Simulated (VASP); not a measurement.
Write the native input for VASP 6.6.1 that does the following.

* Task: single point
* Functional: PBEsol
* Potentials or basis: VASP PAW PBE potentials, release 64 (B, Al, Ga_d, As, In_d)
* Cutoff: 520 eV
* k mesh: 2 × 2 × 2, shifted
* Occupations: gaussian, width 0.1 eV
* Spin: no spin polarisation
* Dipole correction: no
* Further INCAR settings: LREAL = Auto; ALGO = Normal; EDIFF = 1e-06; NBANDS = 66; ISYM = 0

The structure of AlInGaBAs4 lies in POSCAR:

```
AlInGaBAs4
1.0
   -5.4681175174      5.4660668451     -0.0751263343
   -5.5066601801     -0.1136689971      5.6079559024
    0.0770744296      5.4680149404      5.5713613349
B Al Ga As In
2 2 2 8 2
Direct
    0.9983669169      0.5024263215      0.0044488301
    0.4980634086      0.5026330271      1.0053318587
    0.0017489822      1.0016297953      0.5026540483
    0.5013748777      0.5028004597      0.5002468514
    0.5013188146      0.0003229235      0.5013772859
    0.0010294373      0.5018982721      0.4980686818
    0.8719380708      0.8707922999      0.3882934219
    0.3714643382      0.8708937619      0.3851599428
    0.8845960041      0.3846700730      0.3428374050
    0.8918506744      0.8250078839      0.8776405160
    0.3861846291      0.3852831378      0.3446659397
    0.3902788092      0.8257403856      0.8787452642
    0.8528817515      0.4058850381      0.8897477270
    0.3526925434      0.4075130225      0.8901331136
    0.9946909155      1.0049867430     -0.0043982336
    0.4965243661      0.0065900573      0.9919772290
```

One way to write it, as run:

INCAR

```
ALGO = Normal
EDIFF = 1E-6
ENCUT = 520
GGA = PS
ISIF = 2
ISMEAR = 0
ISYM = 0
LASPH = T
LCHARG = F
LREAL = Auto
LWAVE = F
NBANDS = 66
NELM = 100
PREC = Accurate
SIGMA = 0.1
```

KPOINTS

```
Automatic mesh
0
Gamma
  2 2 2
  0.5 0.5 0.5
```

Potentials or basis: VASP PAW PBE potentials, release 64 (B, Al, Ga_d, As, In_d).

Run with:

```bash
$ cat potpaw_PBE.64/B/POTCAR potpaw_PBE.64/Al/POTCAR potpaw_PBE.64/Ga_d/POTCAR potpaw_PBE.64/As/POTCAR potpaw_PBE.64/In_d/POTCAR > POTCAR
$ mpirun -np 1 vasp_std > vasp.out
```

Results of the run:

| Item | Value |
| --- | --- |
| Pressure | 0.3 GPa |
| Largest force | 0.030 eV/Å |
| Band gap on the k mesh | 0.81 eV, direct |

Caveat: the PAW data sets were made with another functional, which shifts forces and pressure a little; spin-orbit coupling is left out, which moves the levels of the heavy elements.

It took 3.1 min on 1 thread of AMD EPYC 7R43 64-Core Processor (Zen 3), with other jobs on the host, peak memory 0.49 GiB.
